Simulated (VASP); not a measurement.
MgI2, 3 atoms in the cell. The structure is trigonal, space group P-3m1 (No. 164). The conventional cell has a = 4.196 Å, b = 4.196 Å, c = 7.106 Å, α = 90.00°, β = 90.00°, γ = 120.00°. Within 3.9 Å of Mg (site symmetry -3m) lie 6 I at 2.94 Å. I (site symmetry 3m) has 3 Mg at 2.94 Å within 3.9 Å. 

- Program: VASP 6.6.1
- Task: relaxation of cell and atoms
- Functional: PBE
- Potentials or basis: VASP PAW PBE potentials, release 64 (Mg, I)
- Cutoff: 600 eV
- k mesh: 6 × 6 × 4
- Occupations: gaussian, width 0.02 eV
- Spin: no spin polarisation
- Dipole correction: no
- Further INCAR settings: ALGO = Normal; EDIFF = 1e-07; IBRION = 2; EDIFFG = -0.01; NSW = 100; ISIF = 3

Potentials or basis: VASP PAW PBE potentials, release 64 (Mg, I).

Command:

```console
$ cat potpaw_PBE.64/Mg/POTCAR potpaw_PBE.64/I/POTCAR > POTCAR
$ mpirun -np 1 vasp_std > vasp.out
```

Hardware: 1 thread of AMD EPYC 7R43 64-Core Processor (Zen 3), on a shared host.

**Question.** How long does it take, and how much memory?

**Answer.** Wall time 9.6 min on 1 thread of AMD EPYC 7R43 64-Core Processor (Zen 3), on a shared host, peak memory 0.26 GiB. Counts: scf iterations 148, k points 24, ion steps 17.
